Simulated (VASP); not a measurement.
Set up this calculation in VASP 6.6.1, as the native input.

| Item | Value |
| --- | --- |
| Task | single point |
| Functional | PBE |
| Potentials or basis | VASP PAW PBE potentials, release 64 (Os, Au) |
| Cutoff | 520 eV |
| k mesh | 6 × 6 × 6 |
| Occupations | gaussian, width 0.1 eV |
| Spin | no spin polarisation |
| Dipole correction | no |
| Further INCAR settings | ALGO = Normal; EDIFF = 1e-07; NBANDS = 20 |

The structure of Os2Au lies in POSCAR:

```
Os2Au
1.0
    4.4199435193      0.0000000000      0.0000000000
   -2.2099717597      3.8277833710      0.0000000000
    0.0000000000      0.0000000000      2.8032499491
Os Au
2 1
Direct
    0.3333333333      0.6666666667      0.5000000000
    0.6666666667      0.3333333333      0.5000000000
    0.0000000000      0.0000000000      0.0000000000
```

One way to write it, as run:

INCAR

```
ALGO = Normal
EDIFF = 1E-7
ENCUT = 520
GGA = PE
ISIF = 2
ISMEAR = 0
LASPH = True
LCHARG = False
LREAL = False
LWAVE = False
NBANDS = 20
NELM = 60
PREC = Accurate
SIGMA = 0.1
```

KPOINTS

```
k-points
0
Gamma
  6 6 6
```

Potentials or basis: VASP PAW PBE potentials, release 64 (Os, Au).

Launch:

```console
$ cat potpaw_PBE.64/Os/POTCAR potpaw_PBE.64/Au/POTCAR > POTCAR
$ mpirun -np 1 vasp_std > vasp.out
```

Results of the run:

```yaml
Pressure: -0.3 GPa
```

Caveat: the k points lie up to 0.37 Å⁻¹ apart.

Run time: 22 s on 1 thread of Intel(R) Xeon(R) Platinum 8259CL CPU @ 2.50GHz (Skylake/Cascade Lake) (shared host), peak memory 0.19 GiB.
